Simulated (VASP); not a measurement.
**Cu: single point with PBE**

The system is Cu.

```
Cu
1.0
    -1.44279    1.44279    1.37608
     1.44279   -1.44279    1.37608
     1.44279    1.44279   -1.37608
Cu
1
Direct
  0.00000 0.00000 0.00000
```

```json
{
 "Program": "VASP 6.6.1",
 "Task": "single point",
 "Functional": "PBE",
 "Potentials or basis": "VASP PAW PBE potentials, release 64 (Cu)",
 "Cutoff": "520 eV",
 "k mesh": "16 × 16 × 16",
 "Occupations": "gaussian, width 0.05 eV",
 "Spin": "no spin polarisation",
 "Dipole correction": "no",
 "Further INCAR settings": "ALGO = Normal; EDIFF = 1e-07; NBANDS = 12"
}
```

| Item | Value |
| --- | --- |
| Pressure | 7.8 GPa |

Stress tensor (GPa, compression positive):
```
7.75 0.00 0.00
0.00 7.75 0.00
0.00 0.00 7.90
```

Levels at points of the mesh, in eV from the Fermi level:
| k point | band 3 | band 4 | band 5 | band 6 | band 7 | band 8 | band 9 | band 10 |
| --- | --- | --- | --- | --- | --- | --- | --- | --- |
| (0.00, 0.00, 0.00) | -3.15 | -3.15 | -2.28 | -2.08 | 24.85 | 24.85 | 26.10 | 28.92 |
| (0.50, 0.00, 0.00) | -2.20 | -1.97 | -1.40 | -0.55 | 4.68 | 17.34 | 17.47 | 21.35 |
| (0.50, 0.50, 0.00) | -2.36 | -2.11 | -1.43 | -0.92 | 4.15 | 18.58 | 18.89 | 22.51 |
| (0.50, 0.50, 0.50) | -1.60 | -1.60 | -1.55 | 7.72 | 7.72 | 9.56 | 13.33 | 13.97 |

Wall time 18 s on 1 thread of Intel Xeon 6975P-C, with other jobs on the host, peak memory 0.16 GiB.
